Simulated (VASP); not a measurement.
# TiS2 (P-3m1) in VASP: further runs

The runs below take TiS2 through single point, with HSE06.

Everything below comes from runs of VASP 6.6.1. Logs are shortened: lines on timing, memory, paths and dates and some standing lists are left out, and cuts for length are marked.

**1. The cell of the first run**

The structure is trigonal, space group P-3m1 (No. 164). The conventional cell has a = 3.462 Å, b = 3.462 Å, c = 5.825 Å, α = 90.00°, β = 90.00°, γ = 120.00°. Ti (site symmetry -3m) has 6 S at 2.43 Å within 3.2 Å. S (site symmetry 3m) has 3 Ti at 2.43 Å within 3.2 Å.

**2. Single point, HSE06 (strain +1.5%)**

The input, POSCAR:

```
TiS2
1.0
    3.4617605591      0.0000000000      0.0000000000
   -1.7308802796      2.9979725860      0.0000000000
    0.0000000000      0.0000000000      5.8248010104
Ti S
1 2
Direct
    0.0000000000      0.0000000000      0.0000000000
    0.3333333333      0.6666666667      0.2383106355
    0.6666666667      0.3333333333      0.7616893645
```

The input, INCAR.step1:

```
  PREC = Accurate
  ENCUT = 400
  EDIFF = 1E-5
  ISMEAR = -1
  SIGMA = 0.02
  LREAL = False
  LASPH = True
  NELM = 120
  ALGO = Normal
  ISIF = 2
  LWAVE = True
  LCHARG = False
  NBANDS = 19
  GGA = PE
  GGA_COMPAT = False
```

The input, INCAR.step2:

```
  PREC = Accurate
  ENCUT = 400
  EDIFF = 1E-6
  ISMEAR = -1
  SIGMA = 0.02
  LREAL = False
  LASPH = True
  NELM = 120
  ALGO = Normal
  ISIF = 2
  LWAVE = False
  LCHARG = False
  GGA = PE
  LHFCALC = True
  HFSCREEN = 0.2079
  PRECFOCK = Normal
  NBANDS = 19
  ISTART = 1
  GGA_COMPAT = False
```

The input, KPOINTS:

```
Automatic mesh
0
Gamma
  6 6 4
```

Potentials or basis: VASP PAW PBE potentials, release 64 (Ti_sv, S).

On the command line:

```sh
cat potpaw_PBE.64/Ti_sv/POTCAR potpaw_PBE.64/S/POTCAR > POTCAR
cp INCAR.step1 INCAR
mpirun -np 1 vasp_std > vasp.out
cp INCAR.step2 INCAR
mpirun -np 1 vasp_std > vasp.out
```

OUTCAR:

```text
PREC = Accurate
   ENCUT = 400
   EDIFF = 1E-6
   ISMEAR = -1
   LREAL = False
   LASPH = True
   NELM = 120
   ISIF = 2
   GGA = PE
   LHFCALC = True
   HFSCREEN = 0.2079
   PRECFOCK = Normal
   ISTART = 1

 ion  position               nearest neighbor table
   1  0.000  0.000  0.000-   2 2.43   3 2.43   3 2.43   2 2.43   3 2.43   2 2.43
   2  0.333  0.667  0.238-   1 2.43   1 2.43   1 2.43
   3  0.667  0.333  0.762-   1 2.43   1 2.43   1 2.43

  LATTYP: Found a hexagonal cell.
 ALAT       =     3.4617605591
 C/A-ratio  =     1.6826123329

  Lattice vectors:

 A1 = (   3.4617605591,   0.0000000000,   0.0000000000)
 A2 = (  -1.7308802796,   2.9979725860,   0.0000000000)
 A3 = (   0.0000000000,   0.0000000000,   5.8248010104)

Analysis of symmetry for initial positions (statically):
=====================================================================
 Subroutine PRICEL returns:
 Original cell was already a primitive cell.

 Routine SETGRP: Setting up the symmetry group for a
 hexagonal supercell.

 Subroutine GETGRP returns: Found 12 space group operations
 (whereof 12 operations were pure point group operations)
 out of a pool of 24 trial point group operations.

The static configuration has the point symmetry D_3d.

Analysis of symmetry for dynamics (positions and initial velocities):
=====================================================================
 Subroutine PRICEL returns:
 Original cell was already a primitive cell.

 Routine SETGRP: Setting up the symmetry group for a
 hexagonal supercell.

 Subroutine GETGRP returns: Found 12 space group operations
 (whereof 12 operations were pure point group operations)
 out of a pool of 24 trial point group operations.

The dynamic configuration has the point symmetry D_3d.

 Subroutine INISYM returns: Found 12 space group operations
 (whereof 12 operations are pure point group operations),
 and found     1 'primitive' translations

----------------------------------------------------------------------------------------

                                     Primitive cell

  volume of cell :      60.4513

  direct lattice vectors                    reciprocal lattice vectors
     3.461760559  0.000000000  0.000000000     0.288870355  0.166779377  0.000000000
    -1.730880280  2.997972586  0.000000000     0.000000000  0.333558754  0.000000000
     0.000000000  0.000000000  5.824801010     0.000000000  0.000000000  0.171679685

  length of vectors
     3.461760559  3.461760559  5.824801010     0.333558754  0.333558754  0.171679685

  position of ions in fractional coordinates (direct lattice)
     0.000000000  0.000000000  0.000000000
     0.333333333  0.666666667  0.238310635
     0.666666667  0.333333333  0.761689365

  ion indices of the primitive-cell ions
   primitive index   ion index
                 1           1
                 2           2
                 3           3

----------------------------------------------------------------------------------------

 KPOINTS: Automatic mesh

Automatic generation of k-mesh.
 Grid dimensions read from file:
 generate k-points for:    6    6    4

 Generating k-lattice:

  Cartesian coordinates                     Fractional coordinates (reciprocal lattice)
     0.048145059  0.027796563  0.000000000     0.166666667  0.000000000  0.000000000
     0.000000000  0.055593126  0.000000000     0.000000000  0.166666667  0.000000000
     0.000000000  0.000000000  0.042919921     0.000000000  0.000000000  0.250000000

  Length of vectors
     0.055593126  0.055593126  0.042919921

  Shift w.r.t. Gamma in fractional coordinates (k-lattice)
     0.000000000  0.000000000  0.000000000

 Subroutine IBZKPT returns following result:
 ===========================================

 Found     24 irreducible k-points:

 Following reciprocal coordinates:
            Coordinates               Weight
  0.000000  0.000000  0.000000      1.000000
  0.166667  0.000000  0.000000      6.000000
  0.333333  0.000000  0.000000      6.000000
  0.500000  0.000000  0.000000      3.000000
  0.166667  0.166667  0.000000      6.000000
  0.333333  0.166667  0.000000     12.000000
[... 16 lines left out ...]
  0.333333  0.166667  0.500000     12.000000
  0.333333  0.333333  0.500000      2.000000
   k-points           NKPTS =     24   k-points in BZ     NKDIM =    144   number of bands    NBANDS=     19
   number of dos      NEDOS =    301   number of ions     NIONS =      3
   total plane-waves  NPLWV =  23040
   dimension x,y,z NGX =    24 NGY =   24 NGZ =   40
   dimension x,y,z NGXF=    48 NGYF=   48 NGZF=   80
   ions per type =               1   2
   NGX,Y,Z   is equivalent  to a cutoff of  11.53, 11.53, 11.42 a.u.
   NGXF,Y,Z  is equivalent  to a cutoff of  23.05, 23.05, 22.83 a.u.
 SYSTEM =  unknown system
   PREC   = accura    normal or accurate (medium, high low for compatibility)
   ISTART =      1    job   : 0-new  1-cont  2-samecut
   ICHARG =      0    charge: 1-file 2-atom 10-const
   ISPIN  =      1    spin polarized calculation?
   LNONCOLLINEAR =      F non collinear calculations
   LSORBIT =      F    spin-orbit coupling
   LASPH  =      T    aspherical Exc in radial PAW
   ENCUT  =  400.0 eV  29.40 Ry    5.42 a.u.   5.65  5.65  9.50*2*pi/ulx,y,z
   NELM   =    120;   NELMIN=  2; NELMDL=  0     # of ELM steps
   EDIFF  = 0.1E-05   stopping-criterion for ELM
   LREAL  =      F    real-space projection
   EDIFFG = 0.1E-04   stopping-criterion for IOM
   NSW    =      0    number of steps for IOM
   IBRION =     -1    ionic relax: 0-MD 1-quasi-New 2-CG
   NFREE  =      0    steps in history (QN), initial steepest desc. (CG)
   ISIF   =      2    stress and relaxation
   ISYM   =      3    0-nonsym 1-usesym 2-fastsym
   POTIM  = 0.5000    time-step for ionic-motion
   TEBEG  =    0.0;   TEEND  =   0.0 temperature during run
   PSTRESS=    0.0 pullay stress
   NELECT =      24.0000    total number of electrons
   NUPDOWN=      -1.0000    fix difference up-down
   EMIN   =  10.00;   EMAX   =-10.00  energy-range for DOS
   EFERMI =   0.00;   METHOD = LEGACY
   ISMEAR =    -1;   SIGMA  =   0.02  broadening in eV -4-tet -1-fermi 0-gaus
   EFERMI_NEDOS =   21; number of points for ismear=-14 and -15
   IALGO  =     38    algorithm
   IMIX   =      1    mixing-type and parameters
     AMIX     =   0.40;   BMIX     =  1.00
     AMIX_MAG =   1.60;   BMIX_MAG =  1.00
  volume/ion in A,a.u.               =      20.15       135.98
  Fermi-wavevector in a.u.,A,eV,Ry     =   1.203215  2.273747 19.697520  1.447727
  Thomas-Fermi vector in A             =   2.338975
   LORBIT       =      0    0 simple, 1 ext, 2 COOP (PROOUT), +10 PAW based schemes
   GGA     = PE    functional components
   LHFCALC =     T    Hartree Fock is set to
   PRECFOCK=normal    Normal, Fast or Accurate (Low or Medium for compatibility)
   ENCUT4O =  -1.0   cutoff for four orbital integrals eV
   NKREDX  =     1    reduce k-point grid by
   NKREDY  =     1    reduce k-point grid by
   NKREDZ  =     1    reduce k-point grid by
   AEXX    =    0.2500 exact exchange contribution
   HFSCREEN=    0.2079 screening length (either q_TF or 0.3 A-1)
   HFSCREENC=   0.2079 screening length for correlation (either q_TF or 0.3 A-1)
   ENCUTFOCK=  -1.0 apply spherical cutoff to Coloumb kernel
   IVDW    =     0    specifies the selected vdW correction
   LEPSILON=     F    determine dielectric tensor
   LRPA    =     F    only Hartree local field effects (RPA)
 non-spin polarized calculation
  energy-cutoff  :      400.00
  volume of cell :       60.45
 maximum number of plane-waves:      1117
 NGX is ok and might be reduce to    24
  NGX = 18; NGY = 18; NGZ = 30

 number of electron      23.9999996 magnetization

 Free energy of the ion-electron system (eV)
  ---------------------------------------------------
  ext. energy  EPLUGINS =         0.00000000
  ---------------------------------------------------
  free energy    TOTEN  =       -24.20586508 eV

  energy without entropy =      -24.20586508  energy(sigma->0) =      -24.20586508

 E-fermi :   4.8190     XC(G=0):  -8.1194

 val. band max:        4.4178974806   @ k =   0.0000   0.0000   0.0000
 cond. band min:       5.2360752406   @ k =   0.5000   0.0000   0.5000
 fundamental gap:      0.8181777599
 Fermi energy:         4.8190378123

 k-point     1 :       0.0000    0.0000    0.0000
  band No.  band energies     occupation
      1     -58.1754      2.00000
      2     -32.7529      2.00000
      3     -32.6886      2.00000
      4     -32.6886      2.00000
      5     -10.6613      2.00000
      6      -8.8712      2.00000
[... 11 lines left out ...]
     18      11.2937      0.00000
     19      11.9936      0.00000

 k-point     2 :       0.1667    0.0000    0.0000
  band No.  band energies     occupation
      1     -58.1725      2.00000
      2     -32.7474      2.00000
      3     -32.7213      2.00000
      4     -32.6963      2.00000
      5     -10.3262      2.00000
      6      -8.8165      2.00000
[... 11 lines left out ...]
     18      12.6297      0.00000
     19      13.1931      0.00000

 k-point     3 :       0.3333    0.0000    0.0000
  band No.  band energies     occupation
      1     -58.1669      2.00000
      2     -32.7865      2.00000
      3     -32.7363      2.00000
      4     -32.7117      2.00000
      5      -9.5187      2.00000
      6      -8.7289      2.00000
[... 11 lines left out ...]
     18      12.4655      0.00000
     19      13.2769      0.00000

 k-point     4 :       0.5000    0.0000    0.0000
  band No.  band energies     occupation
      1     -58.1643      2.00000
      2     -32.8188      2.00000
      3     -32.7308      2.00000
      4     -32.7193      2.00000
      5      -8.9000      2.00000
      6      -8.8087      2.00000
[... 407 lines left out ...]
     18      13.6073      0.00000
     19      14.1132      0.00000

 k-point    23 :       0.3333    0.1667    0.5000
  band No.  band energies     occupation
      1     -58.1638      2.00000
      2     -32.8019      2.00000
      3     -32.7363      2.00000
      4     -32.7308      2.00000
      5      -8.9383      2.00000
      6      -8.7692      2.00000
[... 11 lines left out ...]
     18      12.2977      0.00000
     19      13.0666      0.00000

 k-point    24 :       0.3333    0.3333    0.5000
  band No.  band energies     occupation
      1     -58.1623      2.00000
      2     -32.7790      2.00000
      3     -32.7790      2.00000
      4     -32.7285      2.00000
      5      -8.7061      2.00000
      6      -8.7061      2.00000
[... 11 lines left out ...]
     18      13.2790      0.00000
     19      13.2790      0.00000

------------------------ aborting loop because EDIFF is reached ----------------------------------------

  FORCE on cell =-STRESS in cart. coord.  units (eV):
  Direction    XX          YY          ZZ          XY          YZ          ZX
  --------------------------------------------------------------------------------------
  -------------------------------------------------------------------------------------
  Total       -1.2387985     -1.2387985     -0.2492266      0.0000000      0.0000000     -0.0000000
  in kB      -32.8326157    -32.8326157     -6.6054013      0.0000000      0.0000000     -0.0000000
  external PRESSURE =     -24.0902109 kB  Pullay stress =       0.0000000 kB

 VOLUME and BASIS-vectors are now :
 -----------------------------------------------------------------------------
  energy-cutoff  :      400.00
  volume of cell :       60.45
      direct lattice vectors                 reciprocal lattice vectors
     3.461760559  0.000000000  0.000000000     0.288870355  0.166779377  0.000000000
    -1.730880280  2.997972586  0.000000000     0.000000000  0.333558754  0.000000000
     0.000000000  0.000000000  5.824801010     0.000000000  0.000000000  0.171679685

 POSITION                                       TOTAL-FORCE (eV/Angst)
 -----------------------------------------------------------------------------------
      0.00000      0.00000      0.00000         0.000000      0.000000      0.000000
     -0.00000      1.99865      1.38811        -0.000000      0.000000     -0.228642
      1.73088      0.99932      4.43669        -0.000000     -0.000000      0.228642
 -----------------------------------------------------------------------------------
    total drift:                               -0.000000      0.000000      0.000001

  FREE ENERGIE OF THE ION-ELECTRON SYSTEM (eV)
  ---------------------------------------------------
  free  energy   TOTEN  =       -24.2058650785 eV

  energy  without entropy=      -24.2058650785  energy(sigma->0) =      -24.20586508
```

It took 37 min on 1 thread of Intel Xeon 6975P-C (Granite Rapids), shared host; peak memory 0.27 GiB.

What came out:

* Free energy: -24.2059 eV
* Pressure: -2.4 GPa
* Largest force: 0.229 eV/Å
* Band gap on the k mesh: 0.82 eV (least direct gap 1.23 eV)

Forces on the atoms (eV/Å):
```
Ti   0.000  0.000  0.000
S    0.000  0.000 -0.229
S    0.000  0.000  0.229
```

Stress tensor (GPa, compression positive):
```
-3.28  0.00  0.00
 0.00 -3.28  0.00
 0.00  0.00 -0.66
```

Caveat: the cell differs from its parent crystal (strain +1.5%); the PAW data sets were made with another functional, which shifts forces and pressure a little; this functional lacks dispersion, which binds layers or chains, so the pressure and a relaxed spacing across them are unreliable. A k mesh can miss the band edges.

**3. Single point, HSE06 (strain +1.0%)**

The input, POSCAR:

```
TiS2
1.0
    3.4447075514      0.0000000000      0.0000000000
   -1.7223537757      2.9832042481      0.0000000000
    0.0000000000      0.0000000000      5.7961074094
Ti S
1 2
Direct
    0.0000000000      0.0000000000      0.0000000000
    0.3333333333      0.6666666667      0.2404809016
    0.6666666667      0.3333333333      0.7595190984
```

Edit INCAR.step1 of step 2 so:

```diff
@@ -12,4 +12,4 @@
   LCHARG = False
+  GGA = PE
   NBANDS = 19
-  GGA = PE
   GGA_COMPAT = False
```

Edit INCAR.step2 of step 2 so:

```diff
@@ -16,4 +16,4 @@
   PRECFOCK = Normal
+  ISTART = 1
   NBANDS = 19
-  ISTART = 1
   GGA_COMPAT = False
```

The input, KPOINTS:

```
regular mesh
0
Gamma
  6 6 4
```

Potentials or basis: VASP PAW PBE potentials, release 64 (Ti_sv, S).

On the command line:

```sh
cat potpaw_PBE.64/Ti_sv/POTCAR potpaw_PBE.64/S/POTCAR > POTCAR
cp INCAR.step1 INCAR
mpirun -np 1 vasp_std > vasp.out
cp INCAR.step2 INCAR
mpirun -np 1 vasp_std > vasp.out
```

OUTCAR:

```text
PREC = Accurate
   ENCUT = 400
   EDIFF = 1E-6
   ISMEAR = -1
   LREAL = False
   LASPH = True
   NELM = 120
   ISIF = 2
   GGA = PE
   LHFCALC = True
   HFSCREEN = 0.2079
   PRECFOCK = Normal
   ISTART = 1

 ion  position               nearest neighbor table
   1  0.000  0.000  0.000-   2 2.43   3 2.43   2 2.43   3 2.43   3 2.43   2 2.43
   2  0.333  0.667  0.240-   1 2.43   1 2.43   1 2.43
   3  0.667  0.333  0.760-   1 2.43   1 2.43   1 2.43
[... 730 lines left out ...]

  FORCE on cell =-STRESS in cart. coord.  units (eV):
  Direction    XX          YY          ZZ          XY          YZ          ZX
  --------------------------------------------------------------------------------------
  -------------------------------------------------------------------------------------
  Total       -0.8975092     -0.8975092     -0.1755687      0.0000000      0.0000000      0.0000000
  in kB      -24.1422495    -24.1422495     -4.7226522      0.0000000      0.0000000      0.0000000
  external PRESSURE =     -17.6690504 kB  Pullay stress =       0.0000000 kB

 VOLUME and BASIS-vectors are now :
 -----------------------------------------------------------------------------
  energy-cutoff  :      400.00
  volume of cell :       59.56
      direct lattice vectors                 reciprocal lattice vectors
     3.444707551  0.000000000  0.000000000     0.290300406  0.167605017  0.000000000
    -1.722353776  2.983204248  0.000000000     0.000000000  0.335210035  0.000000000
     0.000000000  0.000000000  5.796107409     0.000000000  0.000000000  0.172529584

 POSITION                                       TOTAL-FORCE (eV/Angst)
 -----------------------------------------------------------------------------------
      0.00000      0.00000      0.00000         0.000000      0.000000      0.000000
     -0.00000      1.98880      1.39385        -0.000000     -0.000000     -0.228401
      1.72235      0.99440      4.40225         0.000000      0.000000      0.228401
 -----------------------------------------------------------------------------------
    total drift:                               -0.000000      0.000000     -0.000001

  FREE ENERGIE OF THE ION-ELECTRON SYSTEM (eV)
  ---------------------------------------------------
  free  energy   TOTEN  =       -24.2100729057 eV

  energy  without entropy=      -24.2100729055  energy(sigma->0) =      -24.21007291
```

OUTCAR.step1:

```text
PREC = Accurate
   ENCUT = 400
   EDIFF = 1E-5
   ISMEAR = -1
   LREAL = False
   LASPH = True
[... 750 lines left out ...]
      0.00000      0.00000      0.00000        -0.000000      0.000000      0.000000
     -0.00000      1.98880      1.39385         0.000000      0.000000      0.095217
      1.72235      0.99440      4.40225        -0.000000      0.000000     -0.095217
 -----------------------------------------------------------------------------------
    total drift:                                0.000000     -0.000000      0.000000

  FREE ENERGIE OF THE ION-ELECTRON SYSTEM (eV)
  ---------------------------------------------------
  free  energy   TOTEN  =       -19.9103458521 eV

  energy  without entropy=      -19.9092760469  energy(sigma->0) =      -19.90981095
```

OSZICAR.step1:

```text
N       E                     dE             d eps       ncg     rms          rms(c)
DAV:   1     0.186546378600E+03    0.18655E+03   -0.10219E+04   912   0.105E+03
DAV:   2    -0.551121588694E+01   -0.19206E+03   -0.18588E+03   991   0.303E+02
DAV:   3    -0.232924707095E+02   -0.17781E+02   -0.17488E+02  1361   0.913E+01
DAV:   4    -0.238400492326E+02   -0.54758E+00   -0.54641E+00  1215   0.153E+01
DAV:   5    -0.238600040333E+02   -0.19955E-01   -0.19947E-01  1313   0.261E+00    0.144E+01
DAV:   6    -0.209742955365E+02    0.28857E+01   -0.29530E+01  1054   0.442E+01    0.107E+01
DAV:   7    -0.202233988008E+02    0.75090E+00   -0.16631E+01  1109   0.289E+01    0.605E+00
DAV:   8    -0.199797644138E+02    0.24363E+00   -0.30623E+00  1074   0.139E+01    0.296E+00
DAV:   9    -0.199097756977E+02    0.69989E-01   -0.54448E-01  1127   0.578E+00    0.615E-01
DAV:  10    -0.199117001701E+02   -0.19245E-02   -0.30242E-02  1121   0.128E+00    0.497E-01
DAV:  11    -0.199108766569E+02    0.82351E-03   -0.38544E-03  1096   0.523E-01    0.195E-01
DAV:  12    -0.199103260518E+02    0.55061E-03   -0.27536E-03  1410   0.313E-01    0.610E-02
DAV:  13    -0.199103553592E+02   -0.29307E-04   -0.20433E-04  1061   0.112E-01    0.372E-02
DAV:  14    -0.199103458521E+02    0.95071E-05   -0.37884E-05   782   0.423E-02
   1 F= -.19910346E+02 E0= -.19909811E+02  d E =-.106981E-02
```

Wall time 85 min (1 thread of Intel Xeon Platinum 8488C (Sapphire Rapids), shared host); peak memory 0.28 GiB.

Results:

```
Free energy            : -24.2101 eV
Pressure               : -1.8 GPa
Largest force          : 0.228 eV/Å
Band gap on the k mesh : 0.75 eV (least direct gap 1.20 eV)
```

Forces on the atoms (eV/Å):
```
Ti   0.000  0.000  0.000
S    0.000  0.000 -0.228
S    0.000  0.000  0.228
```

Stress tensor (GPa, compression positive):
```
-2.41  0.00  0.00
 0.00 -2.41  0.00
 0.00  0.00 -0.47
```

Caveat: the cell differs from its parent crystal (strain +1.0%); the PAW data sets were made with another functional, which shifts forces and pressure a little; this functional lacks dispersion, which binds layers or chains, so the pressure and a relaxed spacing across them are unreliable. A k mesh can miss the band edges.
